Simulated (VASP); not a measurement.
# Mo (P6/mmm) in VASP: single point with r2SCAN

Aim: the single point of Mo with r2SCAN.

Program: VASP 6.6.1. These are calculated values, not measurements. Logs are shortened: lines on timing, memory, paths and dates and some standing lists are left out, and cuts for length are marked.

## Step 1: The cell of the first run

Symmetry: P6/mmm, No. 191, hexagonal system. Conventional cell: a = 2.818 Å, b = 2.818 Å, c = 2.632 Å, α = 90.00°, β = 90.00°, γ = 120.00°. Mo (site symmetry 6/mmm) has 8 Mo at 2.63 to 2.82 Å within 3.5 Å.

## Step 2: Single point, r2SCAN (strain +0.030 along x and y, +0.030 along z)

File POSCAR:

```
Mo
1.0
    2.8175757091      0.0000000000      0.0000000000
   -1.4087878546      2.4400921412      0.0000000000
    0.0000000000      0.0000000000      2.6318361210
Mo
1
Direct
    0.0000000000      0.0000000000      0.5000000000
```

File INCAR.step1:

```
PREC = Accurate ; ENCUT = 520
ISMEAR = 0 ; SIGMA = 0.15
LREAL = False ; LASPH = True
NELM = 100 ; NBANDS = 13
GGA = PE ; ALGO = Normal
EDIFF = 1E-4 ; LWAVE = True
LCHARG = False
```

File INCAR.step2:

```
PREC = Accurate ; ENCUT = 520
EDIFF = 1E-7 ; ISMEAR = 0
SIGMA = 0.15 ; LREAL = False
LASPH = True ; NELM = 100
ALGO = Normal ; ISIF = 2
LWAVE = False ; LCHARG = False
METAGGA = R2SCAN ; LMIXTAU = True
NBANDS = 13 ; ISTART = 1
```

File KPOINTS:

```
regular mesh
0
Gamma
  18 18 18
```

Potentials or basis: VASP PAW PBE potentials, release 64 (Mo_sv).

On the command line:

```sh
$ cat potpaw_PBE.64/Mo_sv/POTCAR > POTCAR
$ cp INCAR.step1 INCAR
$ mpirun -np 1 vasp_std > vasp.out
$ cp INCAR.step2 INCAR
$ mpirun -np 1 vasp_std > vasp.out
```

OUTCAR:

```text
PREC = Accurate
   ENCUT = 520
   EDIFF = 1E-7
   ISMEAR = 0
   LREAL = False
   LASPH = True
   NELM = 100
   ISIF = 2
   METAGGA = R2SCAN
   ISTART = 1

 ion  position               nearest neighbor table
   1  0.000  0.000  0.500-

  LATTYP: Found a hexagonal cell.
 ALAT       =     2.8175757091
 C/A-ratio  =     0.9340782264

  Lattice vectors:

 A1 = (   2.8175757091,   0.0000000000,   0.0000000000)
 A2 = (  -1.4087878546,   2.4400921412,   0.0000000000)
 A3 = (   0.0000000000,   0.0000000000,   2.6318361210)

Analysis of symmetry for initial positions (statically):
=====================================================================
 Subroutine PRICEL returns:
 Original cell was already a primitive cell.

 Routine SETGRP: Setting up the symmetry group for a
 hexagonal supercell.

 Subroutine GETGRP returns: Found 24 space group operations
 (whereof 24 operations were pure point group operations)
 out of a pool of 24 trial point group operations.

The static configuration has the point symmetry D_6h.

Analysis of symmetry for dynamics (positions and initial velocities):
=====================================================================
 Subroutine PRICEL returns:
 Original cell was already a primitive cell.

 Routine SETGRP: Setting up the symmetry group for a
 hexagonal supercell.

 Subroutine GETGRP returns: Found 24 space group operations
 (whereof 24 operations were pure point group operations)
 out of a pool of 24 trial point group operations.

The dynamic configuration has the point symmetry D_6h.

 Subroutine INISYM returns: Found 24 space group operations
 (whereof 24 operations are pure point group operations),
 and found     1 'primitive' translations

----------------------------------------------------------------------------------------

                                     Primitive cell

  volume of cell :      18.0943

  direct lattice vectors                    reciprocal lattice vectors
     2.817575709  0.000000000  0.000000000     0.354915042  0.204910295  0.000000000
    -1.408787855  2.440092141  0.000000000     0.000000000  0.409820590  0.000000000
     0.000000000  0.000000000  2.631836121     0.000000000  0.000000000  0.379962868

  length of vectors
     2.817575709  2.817575709  2.631836121     0.409820590  0.409820590  0.379962868

  position of ions in fractional coordinates (direct lattice)
     0.000000000  0.000000000  0.500000000

  ion indices of the primitive-cell ions
   primitive index   ion index
                 1           1

[... 80 lines left out ...]
   TEBEG  =    0.0;   TEEND  =   0.0 temperature during run
   PSTRESS=    0.0 pullay stress
   NELECT =      14.0000    total number of electrons
   NUPDOWN=      -1.0000    fix difference up-down
   EMIN   =  10.00;   EMAX   =-10.00  energy-range for DOS
   EFERMI =   0.00;   METHOD = LEGACY
   ISMEAR =     0;   SIGMA  =   0.15  broadening in eV -4-tet -1-fermi 0-gaus
   EFERMI_NEDOS =   21; number of points for ismear=-14 and -15
   IALGO  =     38    algorithm
   IMIX   =      4    mixing-type and parameters
     AMIX     =   0.40;   BMIX     =  1.00
     AMIX_MAG =   1.60;   BMIX_MAG =  1.00
  volume/ion in A,a.u.               =      18.09       122.11
  Fermi-wavevector in a.u.,A,eV,Ry     =   1.502925  2.840116 30.732613  2.258783
  Thomas-Fermi vector in A             =   2.614102
   LORBIT       =      0    0 simple, 1 ext, 2 COOP (PROOUT), +10 PAW based schemes
   METAGGA = R2SCAN    functional components
   LHFCALC =     F    Hartree Fock is set to
   AEXX    =    0.0000 exact exchange contribution
   IVDW    =     0    specifies the selected vdW correction
   LEPSILON=     F    determine dielectric tensor
   LRPA    =     F    only Hartree local field effects (RPA)
 non-spin polarized calculation
 Gauss-broadening in eV      SIGMA  =   0.15
  energy-cutoff  :      520.00
  volume of cell :       18.09
 maximum number of plane-waves:       497
 NGX is ok and might be reduce to    24
   NGX = 11   NGY = 11   NGZ =  9

 number of electron      14.0000002 magnetization

 Free energy of the ion-electron system (eV)
  ---------------------------------------------------
  ext. energy  EPLUGINS =         0.00000000
  ---------------------------------------------------
  free energy    TOTEN  =       -25.08044670 eV

  energy without entropy =      -25.07117959  energy(sigma->0) =      -25.07581314

 E-fermi :  10.3091     XC(G=0): -13.6010

 val. band max:       10.3071771921   @ k =   0.2778   0.1111   0.3333
 cond. band min:      10.3106109062   @ k =   0.0556   0.0556   0.3333
 fundamental gap:      0.0034337142
 Fermi energy:        10.3090901218

 k-point     1 :       0.0000    0.0000    0.0000
  band No.  band energies     occupation
      1     -52.7410      2.00000
      2     -25.4119      2.00000
      3     -25.4119      2.00000
      4     -25.3876      2.00000
      5       3.3728      2.00000
      6       6.0114      2.00000
      7       9.4630      2.00000
      8       9.4630      2.00000
      9      14.1357      0.00000
     10      14.1357      0.00000
     11      23.7263      0.00000
     12      26.2487      0.00000
     13      31.0327      0.00000
[... 354 lines left out ...]
  band No.  band energies     occupation
      1     -52.5659      2.00000
      2     -26.4663      2.00000
      3     -25.7500      2.00000
      4     -25.2662      2.00000
      5       6.0297      2.00000
      6       7.0825      2.00000
      7      10.1008      1.95048
      8      11.5120      0.00000
      9      13.3254      0.00000
     10      14.8162      0.00000
     11      19.8400      0.00000
     12      22.8007      0.00000
     13      27.9227      0.00000

 [... further k-points ...]

------------------------ aborting loop because EDIFF is reached ----------------------------------------

  FORCE on cell =-STRESS in cart. coord.  units (eV):
  Direction    XX          YY          ZZ          XY          YZ          ZX
  --------------------------------------------------------------------------------------
  -------------------------------------------------------------------------------------
  Total       -1.5794784     -1.5794784     -1.9984919      0.0000000     -0.0000000      0.0000000
  in kB     -139.8568097   -139.8568097   -176.9588621      0.0000000     -0.0000000      0.0000000
  external PRESSURE =    -152.2241605 kB  Pullay stress =       0.0000000 kB

 VOLUME and BASIS-vectors are now :
 -----------------------------------------------------------------------------
  energy-cutoff  :      520.00
  volume of cell :       18.09
      direct lattice vectors                 reciprocal lattice vectors
     2.817575709  0.000000000  0.000000000     0.354915042  0.204910295  0.000000000
    -1.408787855  2.440092141  0.000000000     0.000000000  0.409820590  0.000000000
     0.000000000  0.000000000  2.631836121     0.000000000  0.000000000  0.379962868

 POSITION                                       TOTAL-FORCE (eV/Angst)
 -----------------------------------------------------------------------------------
      0.00000      0.00000      1.31592         0.000000      0.000000      0.000000
 -----------------------------------------------------------------------------------
    total drift:                                0.000000     -0.000000     -0.000000

  FREE ENERGIE OF THE ION-ELECTRON SYSTEM (eV)
  ---------------------------------------------------
  free  energy   TOTEN  =       -25.0804466976 eV

  energy  without entropy=      -25.0711795878  energy(sigma->0) =      -25.07581314
```

OSZICAR.step1:

```text
N       E                     dE             d eps       ncg     rms          rms(c)
DAV:   1     0.112955206427E+03    0.11296E+03   -0.90938E+03  9692   0.110E+03
DAV:   2    -0.903495541987E+01   -0.12199E+03   -0.11816E+03 10865   0.328E+02
DAV:   3    -0.105326928546E+02   -0.14977E+01   -0.14921E+01 11305   0.371E+01
DAV:   4    -0.105373831311E+02   -0.46903E-02   -0.46901E-02 10955   0.234E+00
DAV:   5    -0.105374230738E+02   -0.39943E-04   -0.39941E-04 11530   0.184E-01    0.106E+01
DAV:   6    -0.100638730445E+02    0.47355E+00   -0.66834E-01  9810   0.938E+00    0.289E+00
DAV:   7    -0.100128908866E+02    0.50982E-01   -0.10533E-01 10875   0.351E+00    0.805E-01
DAV:   8    -0.100106953179E+02    0.21956E-02   -0.38058E-03 10160   0.765E-01    0.113E-01
DAV:   9    -0.100107552035E+02   -0.59886E-04   -0.79943E-05  7785   0.115E-01
   1 F= -.10010755E+02 E0= -.10005647E+02  d E =-.102169E-01
```

It took 2.3 min on 1 thread of Intel Xeon Platinum 8488C (Sapphire Rapids), shared host; peak memory 0.2 GiB.

What came out:

| Item | Value |
| --- | --- |
| Free energy | -25.0804 eV |
| Pressure | -15.2 GPa |
| Band gap on the k mesh | zero (band 7 reaches 11.02 eV, above the bottom of band 8 at 9.46 eV) |

Stress tensor (GPa, compression positive):
```
-13.99   0.00   0.00
  0.00 -13.99   0.00
  0.00   0.00 -17.70
```

Caveat: the cell differs from its parent crystal (strain +0.030 along x and y, +0.030 along z); the PAW data sets were made with another functional, which shifts forces and pressure a little.
